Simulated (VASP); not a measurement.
Wanted: the native input for a VASP 6.6.1 run.

| Item | Value |
| --- | --- |
| Task | single point |
| Functional | PBE |
| Potentials or basis | VASP PAW PBE potentials, release 64 (Ga_d, As_d, In_d) |
| Cutoff | 600 eV |
| k mesh | 6 × 4 × 4 |
| Occupations | fermi-dirac, width 0.02 eV |
| Spin | no spin polarisation |
| Dipole correction | no |
| Further INCAR settings | ALGO = Normal; EDIFF = 1e-06; NBANDS = 66 |

The structure of InGa3As4 lies in POSCAR:

```
InGa3As4
1.0
    4.0520394359      0.0000000000      0.0000000000
    0.0000000000      8.1212327713      0.0000000000
    0.0000000000      0.0000000000      5.7397648635
Ga As In
3 4 1
Direct
    0.0000000000      0.7580414007     -0.0002489526
    0.5000000000      0.0000000000      0.4980044470
    0.0000000000      0.2419585993     -0.0002489526
    0.5000000000      0.7623847093      0.2406404709
    0.0000000000      0.0000000000      0.7416947380
    0.5000000000      0.2376152907      0.2406404709
    0.0000000000      0.5000000000      0.7791784276
    0.5000000000      0.5000000000      0.5003393506
```

These files were run (other wordings do the same):

INCAR

```
SYSTEM = InGa3As4
PREC = Accurate
ENCUT = 600
EDIFF = 1E-6
ISMEAR = -1
SIGMA = 0.02
LREAL = .False.
LASPH = .True.
NELM = 120
ALGO = Normal
ISIF = 2
LWAVE = .False.
LCHARG = .False.
GGA = PE
NBANDS = 66
GGA_COMPAT = .False.
```

KPOINTS

```
regular mesh
0
Gamma
  6 4 4
  0 0 0
```

Potentials or basis: VASP PAW PBE potentials, release 64 (Ga_d, As_d, In_d).

Run with:

```console
$ cat potpaw_PBE.64/Ga_d/POTCAR potpaw_PBE.64/As_d/POTCAR potpaw_PBE.64/In_d/POTCAR > POTCAR
$ mpirun -np 1 vasp_std > vasp.out
```

It gave:

| Item | Value |
| --- | --- |
| Pressure | 4.1 GPa |
| Largest force | 0.075 eV/Å |
| Band gap on the k mesh | 0.24 eV |

Caveat: the cell stands under pressure; spin-orbit coupling is left out, which moves the levels of the heavy elements.

Wall time 10 min on 1 thread of Intel(R) Xeon(R) Platinum 8259CL CPU @ 2.50GHz (Skylake/Cascade Lake), on a shared host, peak memory 0.61 GiB.
